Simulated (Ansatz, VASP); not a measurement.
One calculation of CoSi3, two programs

File INCAR:

```
SYSTEM = CoSi3
PREC = Accurate
ENCUT = 520
EDIFF = 1E-6
ISMEAR = 0
SIGMA = 0.1
LREAL = .FALSE.
LASPH = .TRUE.
NELM = 80
ALGO = Normal
ISIF = 2
LWAVE = .FALSE.
LCHARG = .TRUE.
GGA = PS
LELF = .TRUE.
LVHAR = .TRUE.
NBANDS = 18
```

Contents of KPOINTS:

```
Automatic mesh
0
G
  12 12 12
  0 0 0
```

The input POSCAR:

```
CoSi3
1.0
    0.0000000000      3.1016112753      3.1016112753
    3.1016112753      0.0000000000      3.1016112753
    3.1016112753      3.1016112753      0.0000000000
Si Co
3 1
Direct
    0.2500000000      0.2500000000      0.2500000000
    0.7500000000      0.7500000000      0.7500000000
    0.5000000000      0.5000000000      0.5000000000
    0.0000000000      0.0000000000      0.0000000000
```

Input for Ansatz:

```yaml
crystal:
  lattice:
    - [0.0, 3.1016112753, 3.1016112753]
    - [3.1016112753, 0.0, 3.1016112753]
    - [3.1016112753, 3.1016112753, 0.0]
  atoms:
    - { symbol: Si, position: [0.25, 0.25, 0.25] }
    - { symbol: Si, position: [0.75, 0.75, 0.75] }
    - { symbol: Si, position: [0.5, 0.5, 0.5] }
    - { symbol: Co, position: [0.0, 0.0, 0.0] }
basis:
  ecutwfc: 420
kpoints:
  mp_grid: { grid: [12, 12, 12] }
hamiltonian:
  xc: pbesol
scf:
  occupations: { method: gaussian, width: 0.1 }
  lower_state_search: "off"
output:
  forces: true
  stress: true
  eigenvalues: true
```

Alike in both runs: task single point; functional PBEsol; k mesh 12 × 12 × 12; occupations gaussian, width 0.1 eV; no spin polarisation.

|  | VASP | Ansatz |
| --- | --- | --- |
| version | VASP 6.6.1 | Ansatz 0.2.0 |
| potentials or method | VASP PAW PBE potentials, release 64 (Si, Co), cutoff 520 eV | scalar-relativistic, plane waves, PAW |
| valence electrons in the cell | 21 | 29 |

Ansatz gave:

```
gap on the k mesh at the Fermi level (eV) : none
pressure (GPa)                            : -17.7
```

Question: What did VASP give for the same quantities?

Answer: gap on the k mesh at the Fermi level (eV): none; pressure (GPa): -17.3.

VASP's potentials were made for PBE, not for PBEsol. A gap of «none» marks a metal or a gap that the smearing closes. VASP's potentials hold 21 valence electrons a cell and Ansatz's 29, so a difference there can come from the potentials and not from the codes.
